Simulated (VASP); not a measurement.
Input of a VASP 6.6.1 run:

The input INCAR:

```
PREC = Accurate
ENCUT = 520
EDIFF = 1E-6
ISMEAR = -1
SIGMA = 0.05
LREAL = F
LASPH = T
NELM = 80
ALGO = Normal
ISIF = 2
LWAVE = F
LCHARG = F
GGA = PE
NBANDS = 63
```

The input KPOINTS:

```
regular mesh
0
Gamma
  4 4 3
```

POSCAR

```
HfIn4SiO6
1.0
    2.6122780578     -4.5173494034      0.0001607558
    2.6122780578      4.5173494034      0.0001607558
   -1.8277676156      0.0000000000      6.7551216729
Hf In Si O
1 4 1 6
Direct
    0.7883397416      0.2116602584      0.0000000000
    0.6201263228      0.3798736772      0.5000000000
    0.4551460396      0.5448539604      0.0000000000
    0.2865532449      0.7134467551      0.5000000000
    0.9563120286      0.0436879714      0.5000000000
    0.1217367598      0.8782632402      0.0000000000
    0.0560694349      0.1053000653      0.8532715966
    0.8946999347      0.9439305651      0.1467284034
    0.7923780516      0.5347772042      0.8531000562
    0.4652227958      0.2076219484      0.1468999438
    0.1593241343      0.6370684886      0.1466297627
    0.3629315114      0.8406758657      0.8533702373
```

Potentials or basis: VASP PAW PBE potentials, release 64 (Hf_pv, In_d, Si, O).

Launch:

```console
$ cat potpaw_PBE.64/Hf_pv/POTCAR potpaw_PBE.64/In_d/POTCAR potpaw_PBE.64/Si/POTCAR potpaw_PBE.64/O/POTCAR > POTCAR
$ mpirun -np 1 vasp_std > vasp.out
```

Q: Predict the band gap on the k mesh.

A: Zero (bands 51 and 52 overlap by 1.09 eV).

Q: Estimate the largest force.

A: 0.148 eV/Å.

Q: Predict the pressure.

A: 19.5 GPa.

Stress tensor (GPa, compression positive):
```
19.48  0.00  0.00
 0.00 19.50  0.00
 0.00  0.00 19.65
```

Caveat: the cell stands under pressure; spin-orbit coupling is left out, which moves the levels of the heavy elements.
